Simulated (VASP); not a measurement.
The system is S.

```
CELL_PARAMETERS angstrom
5.36121 3.09530 1.39495
-5.36121 3.09530 1.39495
0.00000 -6.19060 1.39495
ATOMIC_POSITIONS crystal
S 0.25520 0.14856 0.91424
S 0.91424 0.25520 0.14856
S 0.14856 0.91424 0.25520
S 0.74480 0.85144 0.08576
S 0.08576 0.74480 0.85144
S 0.85144 0.08576 0.74480
```

Base run:

| Property | Result |
| --- | --- |
| Program | VASP 6.6.1 |
| Functional | PBE |
| Potentials or basis | VASP PAW PBE potentials, release 64 (S) |
| Cutoff | 520 eV |
| k mesh | 4 × 4 × 4 |
| Occupations | gaussian, width 0.01 eV |
| Spin | no spin polarisation |

Its results: band gap on the k mesh 1.94 eV, indirect (least direct gap 2.01 eV); pressure 1.8 GPa; largest force 0.047 eV/Å.

Problem. The run is repeated on the same cell with these changes: functional from PBE to r2SCAN; further incar settings from ALGO = Normal; EDIFF = 1e-07; NBANDS = 27 to ALGO = Normal; EDIFF = 1e-06; NBANDS = 27. What comes out?

Solution. Band gap on the k mesh 2.21 eV, indirect (least direct gap 2.26 eV); pressure 0.2 GPa; largest force 0.192 eV/Å.

Caveats: the PAW data sets were made with another functional, which shifts forces and pressure a little (some runs).

A k mesh can miss the band edges.
